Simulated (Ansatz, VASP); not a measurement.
## Two plane-wave programs on Ta

File INCAR:

```
SYSTEM = Ta
PREC     = Accurate       ! precision mode
ENCUT    = 500            ! plane-wave cutoff, eV
EDIFF    = 1E-7           ! SCF threshold, eV
ISMEAR   = 0              ! smearing method
SIGMA    = 0.1            ! smearing width, eV
LREAL    = .FALSE.        ! projectors in reciprocal space
LASPH    = .TRUE.         ! aspherical terms in the spheres
NELM     = 120            ! most SCF steps
ALGO     = Normal         ! electronic algorithm
ISIF     = 3              ! what is computed and relaxed
LWAVE    = .FALSE.        ! write WAVECAR
LCHARG   = .FALSE.        ! write CHGCAR
IBRION   = 2              ! ionic algorithm
NSW      = 80             ! ionic steps
EDIFFG   = -0.005         ! ionic threshold
GGA_COMPAT= .FALSE.      
NELMIN   = 4
```

The input KPOINTS:

```
regular mesh
0
G
  24 24 24
  0 0 0
```

Contents of POSCAR:

```
Ta
1.0
   -1.6550000000      1.6550000000      1.6550000000
    1.6550000000     -1.6550000000      1.6550000000
    1.6550000000      1.6550000000     -1.6550000000
Ta
1
Direct
    0.0000000000      0.0000000000      0.0000000000
```

Input for Ansatz:

```yaml
crystal:
  lattice:
    - [-1.655, 1.655, 1.655]
    - [1.655, -1.655, 1.655]
    - [1.655, 1.655, -1.655]
  atoms:
    - { symbol: Ta, position: [0.0, 0.0, 0.0] }
scf:
  occupations: { method: gaussian, width: 0.1 }
output:
  forces: true
  stress: true
  eigenvalues: true
hamiltonian:
  xc: lda
kpoints:
  mp_grid: { grid: [24, 24, 24] }
relax:
  f_tol: 0.005
  max_steps: 60
  cell: { stress_tol: 0.02 }
```

Alike in both runs: task relaxation of cell and atoms; functional LDA; k mesh 24 × 24 × 24; occupations gaussian, width 0.1 eV; no spin polarisation.

```csv
,VASP,Ansatz
version,VASP 6.6.1,Ansatz 0.2.0
potentials or method,"VASP PAW LDA potentials, release 64 (Ta_sv_GW)","scalar-relativistic, plane waves, PAW"
plane-wave cutoff (eV),500,420
valence electrons in the cell,13,13
```

```tsv
	VASP	Ansatz	Ansatz less VASP
gap on the k mesh at the Fermi level, each at its own relaxed structure (eV)	none	none	-
relaxed volume (Å³/atom)	17.19	17.21	+0.026
relaxed cell length with the largest relative difference (Å)	2.816	2.817	+0.0014
```

LDA's correlation is that of Perdew and Zunger in VASP and of Perdew and Wang (1992) in Ansatz. A gap of «none» marks a metal or a gap that the smearing closes.

Neither program's run includes spin-orbit coupling.
